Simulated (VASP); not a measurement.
**KF (zincblende type): single point with PBE**

The system is KF (zincblende type).

```
K F
1.0
     0.00000    3.01395    3.01395
     3.01395    0.00000    3.01395
     3.01395    3.01395    0.00000
K F
1 1
Direct
  0.00000 0.00000 0.00000
  0.25000 0.25000 0.25000
```

| Item | Value |
| --- | --- |
| Program | VASP 6.6.1 |
| Task | single point |
| Functional | PBE |
| Potentials or basis | VASP PAW PBE potentials, release 64 (K_sv, F) |
| Cutoff | 600 eV |
| k mesh | 11 × 11 × 11 |
| Occupations | fermi-dirac, width 0.05 eV |
| Spin | no spin polarisation |
| Dipole correction | no |
| Further INCAR settings | ALGO = Normal; EDIFF = 1e-06; NBANDS = 15 |

```
Pressure               : -0.8 GPa
Band gap on the k mesh : 4.95 eV (least direct gap 5.10 eV)
```

Levels at points of the mesh, in eV from the valence-band top:
```tsv
k point	band 6	band 7	band 8	band 9	band 10	band 11
(0.00, 0.00, 0.00)	-0.15	-0.15	-0.15	4.95	11.45	11.45
```

It took 46 s on 1 thread of Intel(R) Xeon(R) Platinum 8488C (Sapphire Rapids) (shared host), peak memory 0.23 GiB.

Caveat: an odd mesh through Γ misses points on the zone boundary, where band edges can lie.
